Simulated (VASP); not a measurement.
Input of a VASP 6.6.1 run:

INCAR

```
SYSTEM = Hf
PREC = Accurate
ENCUT = 600
EDIFF = 1E-7
ISMEAR = -1
SIGMA = 0.08
LREAL = .False.
LASPH = .True.
NELM = 60
ALGO = Normal
ISIF = 3
LWAVE = .False.
LCHARG = .False.
GGA = PE
IBRION = 2
NSW = 32
EDIFFG = -0.005
PSTRESS = 300.0
```

File KPOINTS:

```
regular mesh
0
Gamma
  15 15 15
  0 0 0
```

POSCAR

```
Hf
1.0
   -2.5666453123      2.5666453123      1.4058311406
    2.5666453123     -2.5666453123      1.4058311406
    2.5666453123      2.5666453123     -1.4058311406
Hf
2
Direct
   -0.3750000000     -0.1250000000     -0.2500000000
    0.3750000000      0.1250000000      0.2500000000
```

Potentials or basis: VASP PAW PBE potentials, release 64 (Hf_pv).

Command:

```console
$ cat potpaw_PBE.64/Hf_pv/POTCAR > POTCAR
$ mpirun -np 1 vasp_std > vasp.out
```

(1) Predict the relaxed cell.

(2) What does it give for the band gap on the k mesh?

Results:

(1) a = 3.887 Å, b = 3.887 Å, c = 3.887 Å, α = 97.51°, β = 97.51°, γ = 137.62°.

(2) zero (band 10 reaches 6.29 eV, above the bottom of band 11 at 5.09 eV).

Caveat: the cell is relaxed towards a set pressure, so the enthalpy falls and the energy may rise; spin-orbit coupling is left out, which moves the levels of the heavy elements.
